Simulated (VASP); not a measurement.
SiC, 4 atoms in the cell. The structure is hexagonal, space group P6_3mc (No. 186). The conventional cell has a = 2.979 Å, b = 2.979 Å, c = 5.280 Å, α = 90.00°, β = 90.00°, γ = 120.00°. Si (site symmetry 3m) has 4 C at 1.87 to 1.91 Å within 2.5 Å. C (site symmetry 3m) has 4 Si at 1.87 to 1.91 Å within 2.5 Å.  This cell differs from its parent crystal: c/a of the conventional cell at fixed volume 1.7726.

```yaml
Program: VASP 6.6.1
Task: single point
Functional: LDA
Potentials_or_basis: VASP PAW LDA potentials, release 64 (Si, C)
Cutoff: 520 eV
k_mesh: 12 × 12 × 6
Occupations: gaussian, width 0.05 eV
Spin: no spin polarisation
Dipole_correction: no
Further_INCAR_settings: ALGO = Normal; EDIFF = 1e-07; NBANDS = 16
```

Potentials or basis: VASP PAW LDA potentials, release 64 (Si, C).

Run with:

```bash
$ cat potpaw_LDA.64/Si/POTCAR potpaw_LDA.64/C/POTCAR > POTCAR
$ mpirun -np 1 vasp_std > vasp.out
```

Hardware: 1 thread of Intel(R) Xeon(R) 6975P-C (Granite Rapids) (shared host).

How long does it take, and how much memory?

Run time: 17 s on 1 thread of Intel(R) Xeon(R) 6975P-C (Granite Rapids), with other jobs on the host, peak memory 0.16 GiB. Counts: scf iterations 14, k points 76.
